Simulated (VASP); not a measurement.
Input of a VASP 6.6.1 run:

The input INCAR:

```
PREC = Accurate ; ENCUT = 600
EDIFF = 1E-6 ; ISMEAR = 0
SIGMA = 0.1 ; LREAL = False
LASPH = True ; NELM = 100
ALGO = Normal ; ISIF = 3
LWAVE = False ; LCHARG = False
GGA = PE ; IBRION = 2
NSW = 100 ; EDIFFG = -0.01
```

File KPOINTS:

```
regular mesh
0
Gamma
  18 18 18
```

The input POSCAR:

```
B2P
1.0
    1.5078837637      0.8705770969      3.9485040618
   -1.5078837637      0.8705770969      3.9485040618
    0.0000000000     -1.7411541938      3.9485040618
B P
2 1
Direct
    0.4296575095      0.4296575095      0.4296575095
    0.5703424905      0.5703424905      0.5703424905
    0.0000000000      0.0000000000      0.0000000000
```

Potentials or basis: VASP PAW PBE potentials, release 64 (B, P).

The run is started by

```console
$ cat potpaw_PBE.64/B/POTCAR potpaw_PBE.64/P/POTCAR > POTCAR
$ mpirun -np 1 vasp_std > vasp.out
```

Task: Estimate the relaxed volume.

Result: 10.39 Å³/atom.

Task: What does it give for the relaxed cell?

Result: a = 4.297 Å, b = 4.297 Å, c = 4.297 Å, α = 41.26°, β = 41.26°, γ = 41.26°.

Task: Estimate the space group after relaxing (to 0.05 Å).

Result: R-3m (No. 166).

Final structure:
```yaml
crystal:
  lattice:
    - [1.51429, 0.87428, 3.92563]
    - [-1.51429, 0.87428, 3.92563]
    - [0.00000, -1.74855, 3.92563]
  atoms:
    - { symbol: B, position: [0.42934, 0.42934, 0.42934] }
    - { symbol: B, position: [0.57066, 0.57066, 0.57066] }
    - { symbol: P, position: [0.00000, 0.00000, 0.00000] }
```
